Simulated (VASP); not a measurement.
# AlAs5 (P6/mmm) in VASP: notebook, part 3 of 3

VASP 6.6.1. Earlier steps stand in the parts before.

## (4) Single point, PBE

This run uses another cell than the first one, of 21.34 Å³/atom.

Input file INCAR:

```
SYSTEM = AlAs5
ALGO     = Normal         ! electronic algorithm
EDIFF    = 1E-7           ! SCF threshold, eV
ENCUT    = 520            ! plane-wave cutoff, eV
GGA      = PE             ! functional
ISIF     = 2              ! what is computed and relaxed
ISMEAR   = 0              ! smearing method
LASPH    = .True.         ! aspherical terms in the spheres
LCHARG   = .False.        ! write CHGCAR
LREAL    = .False.        ! projectors in reciprocal space
LWAVE    = .False.        ! write WAVECAR
NBANDS   = 23             ! bands
NELM     = 100            ! most SCF steps
PREC     = Accurate       ! precision mode
SIGMA    = 0.1            ! smearing width, eV
```

Input file KPOINTS:

```
k-points
0
Gamma
  12 12 8
  0 0 0
```

Input file POSCAR:

```
AlAs5
1.0
    5.3637706193      0.0000000000      0.0000000000
   -2.6818853097      4.6451616163      0.0000000000
    0.0000000000      0.0000000000      5.1391961075
Al As
1 5
Direct
    0.0000000000      0.0000000000      0.0000000000
    0.3333333333      0.6666666667      0.0000000000
    0.6666666667      0.3333333333      0.0000000000
    0.5000000000      0.0000000000      0.5000000000
    0.5000000000      0.5000000000      0.5000000000
    0.0000000000      0.5000000000      0.5000000000
```

Potentials or basis: VASP PAW PBE potentials, release 64 (Al, As).

On the command line:

```
> cat potpaw_PBE.64/Al/POTCAR potpaw_PBE.64/As/POTCAR > POTCAR
> mpirun -np 1 vasp_std > vasp.out
```

OUTCAR:

```text
SYSTEM = AlAs5
   EDIFF = 1E-7
   ENCUT = 520
   GGA = PE
   ISIF = 2
   ISMEAR = 0
   LASPH = .True.
   LREAL = .False.
   NELM = 100
   PREC = Accurate

 ion  position               nearest neighbor table
   1  0.000  0.000  0.000-   2 3.10   3 3.10   2 3.10   3 3.10   3 3.10   2 3.10
   2  0.333  0.667  0.000-   1 3.10   1 3.10   1 3.10
   3  0.667  0.333  0.000-   1 3.10   1 3.10   1 3.10
   4  0.500  0.000  0.500-   6 2.68   6 2.68   5 2.68   5 2.68
   5  0.500  0.500  0.500-   4 2.68   4 2.68   6 2.68   6 2.68
   6  0.000  0.500  0.500-   4 2.68   4 2.68   5 2.68   5 2.68

  LATTYP: Found a hexagonal cell.
 ALAT       =     5.3637706193
 C/A-ratio  =     0.9581312238

  Lattice vectors:

 A1 = (   5.3637706193,   0.0000000000,   0.0000000000)
 A2 = (  -2.6818853097,   4.6451616163,   0.0000000000)
 A3 = (   0.0000000000,   0.0000000000,   5.1391961075)

Analysis of symmetry for initial positions (statically):
=====================================================================
 Subroutine PRICEL returns:
 Original cell was already a primitive cell.

 Routine SETGRP: Setting up the symmetry group for a
 hexagonal supercell.

 Subroutine GETGRP returns: Found 24 space group operations
 (whereof 24 operations were pure point group operations)
 out of a pool of 24 trial point group operations.

The static configuration has the point symmetry D_6h.

Analysis of symmetry for dynamics (positions and initial velocities):
=====================================================================
 Subroutine PRICEL returns:
 Original cell was already a primitive cell.

 Routine SETGRP: Setting up the symmetry group for a
 hexagonal supercell.

 Subroutine GETGRP returns: Found 24 space group operations
 (whereof 24 operations were pure point group operations)
 out of a pool of 24 trial point group operations.

The dynamic configuration has the point symmetry D_6h.

 Subroutine INISYM returns: Found 24 space group operations
 (whereof 24 operations are pure point group operations),
 and found     1 'primitive' translations

----------------------------------------------------------------------------------------

                                     Primitive cell

  volume of cell :     128.0461

  direct lattice vectors                    reciprocal lattice vectors
     5.363770619  0.000000000  0.000000000     0.186436011  0.107638881  0.000000000
    -2.681885310  4.645161616  0.000000000     0.000000000  0.215277763  0.000000000
     0.000000000  0.000000000  5.139196108     0.000000000  0.000000000  0.194582962

  length of vectors
     5.363770619  5.363770619  5.139196108     0.215277763  0.215277763  0.194582962

  position of ions in fractional coordinates (direct lattice)
     0.000000000  0.000000000  0.000000000
     0.333333333  0.666666667  0.000000000
     0.666666667  0.333333333  0.000000000
     0.500000000  0.000000000  0.500000000
     0.500000000  0.500000000  0.500000000
     0.000000000  0.500000000  0.500000000

  ion indices of the primitive-cell ions
   primitive index   ion index
                 1           1
                 2           2
                 3           3
                 4           4
[... 30 lines left out ...]
            Coordinates               Weight
  0.000000  0.000000  0.000000      1.000000
  0.083333  0.000000  0.000000      6.000000
  0.166667  0.000000  0.000000      6.000000
  0.250000  0.000000  0.000000      6.000000
  0.333333  0.000000  0.000000      6.000000
  0.416667  0.000000  0.000000      6.000000
[... 16 lines left out ...]
  0.250000  0.000000  0.125000     12.000000
  0.333333  0.000000  0.125000     12.000000
 [... further k-points ...]
   k-points           NKPTS =     95   k-points in BZ     NKDIM =     95   number of bands    NBANDS=     23
   number of dos      NEDOS =    301   number of ions     NIONS =      6
   total plane-waves  NPLWV =  64000
   dimension x,y,z NGX =    40 NGY =   40 NGZ =   40
   dimension x,y,z NGXF=    80 NGYF=   80 NGZF=   80
   ions per type =               1   5
   NGX,Y,Z   is equivalent  to a cutoff of  12.40, 12.40, 12.94 a.u.
   NGXF,Y,Z  is equivalent  to a cutoff of  24.80, 24.80, 25.88 a.u.
 SYSTEM =  AlAs5
   PREC   = accura    normal or accurate (medium, high low for compatibility)
   ISTART =      0    job   : 0-new  1-cont  2-samecut
   ICHARG =      2    charge: 1-file 2-atom 10-const
   ISPIN  =      1    spin polarized calculation?
   LNONCOLLINEAR =      F non collinear calculations
   LSORBIT =      F    spin-orbit coupling
   LASPH  =      T    aspherical Exc in radial PAW
   ENCUT  =  520.0 eV  38.22 Ry    6.18 a.u.   9.97  9.97  9.56*2*pi/ulx,y,z
   NELM   =    100;   NELMIN=  2; NELMDL= -5     # of ELM steps
   EDIFF  = 0.1E-06   stopping-criterion for ELM
   LREAL  =      F    real-space projection
   EDIFFG = 0.1E-05   stopping-criterion for IOM
   NSW    =      0    number of steps for IOM
   IBRION =     -1    ionic relax: 0-MD 1-quasi-New 2-CG
   NFREE  =      0    steps in history (QN), initial steepest desc. (CG)
   ISIF   =      2    stress and relaxation
   ISYM   =      2    0-nonsym 1-usesym 2-fastsym
   POTIM  = 0.5000    time-step for ionic-motion
   TEBEG  =    0.0;   TEEND  =   0.0 temperature during run
   PSTRESS=    0.0 pullay stress
   NELECT =      28.0000    total number of electrons
   NUPDOWN=      -1.0000    fix difference up-down
   EMIN   =  10.00;   EMAX   =-10.00  energy-range for DOS
   EFERMI =   0.00;   METHOD = LEGACY
   ISMEAR =     0;   SIGMA  =   0.10  broadening in eV -4-tet -1-fermi 0-gaus
   EFERMI_NEDOS =   21; number of points for ismear=-14 and -15
   IALGO  =     38    algorithm
   IMIX   =      4    mixing-type and parameters
     AMIX     =   0.40;   BMIX     =  1.00
     AMIX_MAG =   1.60;   BMIX_MAG =  1.00
  volume/ion in A,a.u.               =      21.34       144.02
  Fermi-wavevector in a.u.,A,eV,Ry     =   0.986292  1.863821 13.235361  0.972772
  Thomas-Fermi vector in A             =   2.117662
   LORBIT       =      0    0 simple, 1 ext, 2 COOP (PROOUT), +10 PAW based schemes
   GGA     = PE    functional components
   LHFCALC =     F    Hartree Fock is set to
   AEXX    =    0.0000 exact exchange contribution
   IVDW    =     0    specifies the selected vdW correction
   LEPSILON=     F    determine dielectric tensor
   LRPA    =     F    only Hartree local field effects (RPA)
 non-spin polarized calculation
 Gauss-broadening in eV      SIGMA  =   0.10
  energy-cutoff  :      520.00
  volume of cell :      128.05
 maximum number of plane-waves:      3468
 NGX is ok and might be reduce to    40
   NGX = 19   NGY = 19   NGZ = 19

 number of electron      28.0000000 magnetization

 Free energy of the ion-electron system (eV)
  ---------------------------------------------------
  ext. energy  EPLUGINS =         0.00000000
  ---------------------------------------------------
  free energy    TOTEN  =       -24.03540027 eV

  energy without entropy =      -24.01817192  energy(sigma->0) =      -24.02678609

 E-fermi :   5.4685     XC(G=0):  -9.9767

 val. band max:        5.4682751282   @ k =   0.0000   0.0000   0.2500
 cond. band min:       5.4815931745   @ k =   0.4167   0.0000   0.2500
 fundamental gap:      0.0133180464
 Fermi energy:         5.4684771392

 k-point     1 :       0.0000    0.0000    0.0000
  band No.  band energies     occupation
      1      -9.2347      2.00000
      2      -5.1895      2.00000
      3      -4.5167      2.00000
      4      -3.7146      2.00000
      5      -3.7146      2.00000
      6      -0.9712      2.00000
[... 613 lines left out ...]
     22      10.0958      0.00000
     23      10.2565      0.00000

 [... further k-points ...]

------------------------ aborting loop because EDIFF is reached ----------------------------------------

  FORCE on cell =-STRESS in cart. coord.  units (eV):
  Direction    XX          YY          ZZ          XY          YZ          ZX
  --------------------------------------------------------------------------------------
  -------------------------------------------------------------------------------------
  Total        0.0910525      0.0910525      0.0406944     -0.0000000      0.0000000      0.0000000
  in kB        1.1392949      1.1392949      0.5091886     -0.0000000      0.0000000      0.0000000
  external PRESSURE =       0.9292595 kB  Pullay stress =       0.0000000 kB

 VOLUME and BASIS-vectors are now :
 -----------------------------------------------------------------------------
  energy-cutoff  :      520.00
  volume of cell :      128.05
      direct lattice vectors                 reciprocal lattice vectors
     5.363770619  0.000000000  0.000000000     0.186436011  0.107638881  0.000000000
    -2.681885310  4.645161616  0.000000000     0.000000000  0.215277763  0.000000000
     0.000000000  0.000000000  5.139196108     0.000000000  0.000000000  0.194582962

 POSITION                                       TOTAL-FORCE (eV/Angst)
 -----------------------------------------------------------------------------------
      0.00000      0.00000      0.00000        -0.000000      0.000000      0.000000
     -0.00000      3.09677      0.00000         0.000000     -0.000000      0.000000
      2.68189      1.54839      0.00000        -0.000000      0.000000     -0.000000
      2.68189      0.00000      2.56960        -0.000000      0.000000      0.000000
      1.34094      2.32258      2.56960        -0.000000      0.000000      0.000000
     -1.34094      2.32258      2.56960        -0.000000      0.000000      0.000000
 -----------------------------------------------------------------------------------
    total drift:                               -0.000000     -0.000000     -0.000000

  FREE ENERGIE OF THE ION-ELECTRON SYSTEM (eV)
  ---------------------------------------------------
  free  energy   TOTEN  =       -24.0354002662 eV

  energy  without entropy=      -24.0181719172  energy(sigma->0) =      -24.02678609
```

Run time: 3 min. Hardware: 1 thread of Intel Xeon Platinum 8488C (Sapphire Rapids), shared host; peak memory 0.37 GiB.

What came out:

| Quantity | Value |
| --- | --- |
| Free energy | -24.0354 eV |
| Pressure | 0.1 GPa |
| Band gap on the k mesh | zero (bands 14 and 15 overlap by 1.56 eV) |

## (5) Relaxation of cell and atoms, PBE

This run uses another cell than the first one, of 21.44 Å³/atom.

Input file INCAR:

```
ALGO = Normal
EDIFF = 1E-6
EDIFFG = -0.01
ENCUT = 600
GGA = PE
IBRION = 2
ISIF = 3
ISMEAR = 0
LASPH = T
LCHARG = F
LREAL = F
LWAVE = F
NELM = 80
NSW = 100
PREC = Accurate
SIGMA = 0.1
```

Input file KPOINTS:

```
k-points
0
Gamma
  12 12 8
```

POSCAR, as its differences from that of step 4:

```diff
@@ -2,5 +2,5 @@
 1.0
-    5.3637706193      0.0000000000      0.0000000000
-   -2.6818853097      4.6451616163      0.0000000000
-    0.0000000000      0.0000000000      5.1391961075
+    5.4208671315      0.0000000000      0.0000000000
+   -2.7104335658      4.6946086464      0.0000000000
+    0.0000000000      0.0000000000      5.0548874892
 Al As
```

Potentials or basis: VASP PAW PBE potentials, release 64 (Al, As).

On the command line:

```
> cat potpaw_PBE.64/Al/POTCAR potpaw_PBE.64/As/POTCAR > POTCAR
> mpirun -np 1 vasp_std > vasp.out
```

OUTCAR:

```text
EDIFF = 1E-6
   EDIFFG = -0.01
   ENCUT = 600
   GGA = PE
   IBRION = 2
   ISIF = 3
   ISMEAR = 0
   LASPH = T
   LREAL = F
   NELM = 80
   NSW = 100
   PREC = Accurate

 ion  position               nearest neighbor table
   1  0.000  0.000  0.000-   2 3.13   3 3.13   3 3.13   2 3.13   3 3.13   2 3.13
   2  0.333  0.667  0.000-   1 3.13   1 3.13   1 3.13
   3  0.667  0.333  0.000-   1 3.13   1 3.13   1 3.13
   4  0.500  0.000  0.500-   6 2.71   6 2.71   5 2.71   5 2.71
   5  0.500  0.500  0.500-   6 2.71   6 2.71   4 2.71   4 2.71
   6  0.000  0.500  0.500-   4 2.71   4 2.71   5 2.71   5 2.71

  LATTYP: Found a hexagonal cell.
 ALAT       =     5.4208671315
 C/A-ratio  =     0.9324868820

  Lattice vectors:

 A1 = (   5.4208671315,   0.0000000000,   0.0000000000)
 A2 = (  -2.7104335658,   4.6946086464,   0.0000000000)
 A3 = (   0.0000000000,   0.0000000000,   5.0548874892)

Analysis of symmetry for initial positions (statically):
=====================================================================
 Subroutine PRICEL returns:
 Original cell was already a primitive cell.

 Routine SETGRP: Setting up the symmetry group for a
 hexagonal supercell.

 Subroutine GETGRP returns: Found 24 space group operations
 (whereof 24 operations were pure point group operations)
[... 181 lines left out ...]
  -------------------------------------------------------------------------------------
  Total       -0.6395266     -0.6395266      0.6794036      0.0000000      0.0000000      0.0000000
  in kB       -7.9650691     -7.9650691      8.4617220      0.0000000      0.0000000      0.0000000
  external PRESSURE =      -2.4894721 kB  Pullay stress =       0.0000000 kB
[... 227 lines left out ...]
--------------------------------------- Ionic step        7  -------------------------------------------

 number of electron      28.0000002 magnetization

 Free energy of the ion-electron system (eV)
  ---------------------------------------------------
  ext. energy  EPLUGINS =         0.00000000
  ---------------------------------------------------
  free energy    TOTEN  =       -24.03554874 eV

  energy without entropy =      -24.01926037  energy(sigma->0) =      -24.02740456

 E-fermi :   5.4464     XC(G=0):  -9.9691

 val. band max:        5.4424785195   @ k =   0.0833   0.0833   0.1250
 cond. band min:       5.4574256770   @ k =   0.0000   0.0000   0.2500
 fundamental gap:      0.0149471575
 Fermi energy:         5.4463830312

 k-point     1 :       0.0000    0.0000    0.0000
  band No.  band energies     occupation
      1      -9.2387      2.00000
      2      -5.1665      2.00000
      3      -4.5532      2.00000
      4      -3.7511      2.00000
      5      -3.7511      2.00000
      6      -0.9750      2.00000
[... 481 lines left out ...]
      5      -3.6180      2.00000
      6      -0.6419      2.00000
[... 10 lines left out ...]
     17       6.7205      0.00000
     18       7.0962      0.00000

 [... further k-points ...]

------------------------ aborting loop because EDIFF is reached ----------------------------------------

  FORCE on cell =-STRESS in cart. coord.  units (eV):
  Direction    XX          YY          ZZ          XY          YZ          ZX
  --------------------------------------------------------------------------------------
  -------------------------------------------------------------------------------------
  Total       -0.0589869     -0.0589869      0.0278921      0.0000000      0.0000000      0.0000000
  in kB       -0.7366082     -0.7366082      0.3483066      0.0000000      0.0000000      0.0000000
  external PRESSURE =      -0.3749699 kB  Pullay stress =       0.0000000 kB
[... 21 lines left out ...]
  FREE ENERGIE OF THE ION-ELECTRON SYSTEM (eV)
  ---------------------------------------------------
  free  energy   TOTEN  =       -24.0355487433 eV

  energy  without entropy=      -24.0192603680  energy(sigma->0) =      -24.02740456

 reached required accuracy - stopping structural energy minimisation
```

OSZICAR:

```text
N       E                     dE             d eps       ncg     rms          rms(c)
DAV:   1     0.118273424629E+03    0.11827E+03   -0.11855E+04  3420   0.143E+03
DAV:   2    -0.138154970988E+02   -0.13209E+03   -0.12964E+03  4488   0.193E+02
DAV:   3    -0.239000626092E+02   -0.10085E+02   -0.98391E+01  4444   0.540E+01
[... 42 lines left out ...]
DAV:   3    -0.240355485605E+02    0.36683E-05   -0.93105E-06  3674   0.152E-02    0.209E-03
DAV:   4    -0.240355485704E+02   -0.99058E-08   -0.57145E-07  1832   0.422E-03
   6 F= -.24035549E+02 E0= -.24027410E+02  d E =-.104534E-02
       N       E                     dE             d eps       ncg     rms          rms(c)
DAV:   1    -0.240355493784E+02   -0.81787E-06   -0.32664E-05  3512   0.292E-02    0.423E-03
DAV:   2    -0.240355487433E+02    0.63507E-06   -0.14711E-06  1954   0.698E-03
   7 F= -.24035549E+02 E0= -.24027405E+02  d E =-.104551E-02
```

Run time: 8.8 min. Hardware: 1 thread of Intel Xeon Platinum 8488C (Sapphire Rapids), shared host; peak memory 0.47 GiB.

What came out:

```
Free energy                           : -24.0355 eV
Relaxed volume                        : 21.38 Å³/atom
Relaxed cell                          : a = 5.375 Å, b = 5.375 Å, c = 5.128 Å, α = 90.00°, β = 90.00°, γ = 120.00°
Space group after relaxing (to 0.1 Å) : P6/mmm (No. 191)
Energy gained by relaxing             : 1.6 meV/atom
Ionic steps                           : 7
Pressure after relaxing               : 0.0 GPa
Band gap on the k mesh                : zero (bands 14 and 15 overlap by 1.50 eV)
```

Stress tensor (GPa, compression positive):
```
-0.07  0.00  0.00
 0.00 -0.07  0.00
 0.00  0.00  0.03
```

Step by step:
```tsv
step	energy change (eV)	largest force (eV/Å)	pressure (GPa)	volume (Å³)
1	0.0000	0.0000	-0.25	128.64
2	-0.0072	0.0000	0.07	128.02
3	-0.0088	0.0000	0.29	127.60
4	-0.0088	0.0000	0.34	127.52
5	-0.0099	0.0000	-0.08	128.36
6	-0.0099	0.0000	-0.04	128.29
7	-0.0099	0.0000	-0.04	128.30
```

Final structure:
```cif
data_structure
_symmetry_space_group_name_H-M 'P 1'
_symmetry_Int_Tables_number 1
_cell_length_a 5.3752
_cell_length_b 5.3752
_cell_length_c 5.1275
_cell_angle_alpha 90.000
_cell_angle_beta 90.000
_cell_angle_gamma 120.000
_cell_volume 128.30
loop_
_atom_site_label
_atom_site_type_symbol
_atom_site_fract_x
_atom_site_fract_y
_atom_site_fract_z
_atom_site_occupancy
Al1 Al 0.00000 0.00000 0.00000 1
As1 As 0.33333 0.66667 0.00000 1
As2 As 0.66667 0.33333 0.00000 1
As3 As 0.50000 0.00000 0.50000 1
As4 As 0.50000 0.50000 0.50000 1
As5 As 0.00000 0.50000 0.50000 1
```

## (6) Summary

| task | cell | k mesh | cutoff (eV) | gap on the mesh (eV) | pressure (GPa) | relaxed volume (Å³/atom) |
| --- | --- | --- | --- | --- | --- | --- |
| relaxation of cell and atoms | relaxed from a = 5.644, b = 5.644, c = 4.358 Å, angles 90.0, 90.0, 120.0°, 6 atoms | 6 × 6 × 4 | 600 | none | 0.1 | 21.49 |
| single point | a = 5.364, b = 5.364, c = 5.139 Å, angles 90.0, 90.0, 120.0°, 6 atoms | 12 × 12 × 8 | 520 | none | 0.1 | - |
| relaxation of cell and atoms | relaxed from a = 5.421, b = 5.421, c = 5.055 Å, angles 90.0, 90.0, 120.0°, 6 atoms | 12 × 12 × 8 | 600 | none | 0.0 | 21.38 |

Alike in all rows: level PBE; potentials or basis VASP PAW PBE potentials, release 64 (Al, As); no spin polarisation; smearing gaussian 0.1 eV.

Caveats: some runs use coarse meshes; a cell axis changed by over 15 % at a fixed basis, so the end point is rough (at least some runs).

Total energies depend on the potentials used, so only differences within one code and one set of settings carry meaning.

The gap in the log of VASP goes by the Fermi energy; the results here count the filled bands.